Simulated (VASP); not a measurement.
Wanted: the native input for a VASP 6.6.1 run.

```yaml
Task: single point
Functional: LDA
Potentials_or_basis: VASP PAW LDA potentials, release 64 (Cu, O)
Cutoff: 520 eV
k_mesh: 14 × 14 × 8
Occupations: gaussian, width 0.1 eV
Spin: no spin polarisation
Dipole_correction: no
Further_INCAR_settings: ALGO = Normal; EDIFF = 1e-06; NBANDS = 25
```

The structure of CuO lies in POSCAR:

```
CuO
1.0
    2.8527435169     -0.0163473394     -0.0042227956
    0.0223635967      2.8526647962     -0.0042153253
    0.0096437958      0.0095122471      5.0445306693
Cu O
2 2
Direct
    0.5000000000      0.0000000000      0.5000000000
    0.0000000000      0.5000000000      0.0000000000
    0.0001605173      0.9998453377      0.2499978417
    0.9998394827      0.0001546623      0.7500021583
```

One way to write it, as run:

INCAR

```
ALGO = Normal ; EDIFF = 1E-6
ENCUT = 520 ; ISIF = 2
ISMEAR = 0 ; LASPH = True
LCHARG = True ; LELF = True
LREAL = False ; LVHAR = True
LWAVE = False ; NBANDS = 25
NELM = 80 ; PREC = Accurate
SIGMA = 0.1
```

KPOINTS

```
k-points
0
Gamma
  14 14 8
```

Potentials or basis: VASP PAW LDA potentials, release 64 (Cu, O).

Launch:

```console
$ cat potpaw_LDA.64/Cu/POTCAR potpaw_LDA.64/O/POTCAR > POTCAR
$ mpirun -np 1 vasp_std > vasp.out
```

Results of the run:

```json
{"Pressure": "1.1 GPa", "Band gap on the k mesh": "zero (band 17 reaches 6.28 eV, above the bottom of band 18 at 5.06 eV)"}
```

Caveat: semilocal functionals often make such compounds metallic where correlation or magnetic order opens a gap, which also shifts bond lengths.

It took 5.9 min on 1 thread of Intel Xeon 6975P-C (shared host), peak memory 0.44 GiB.
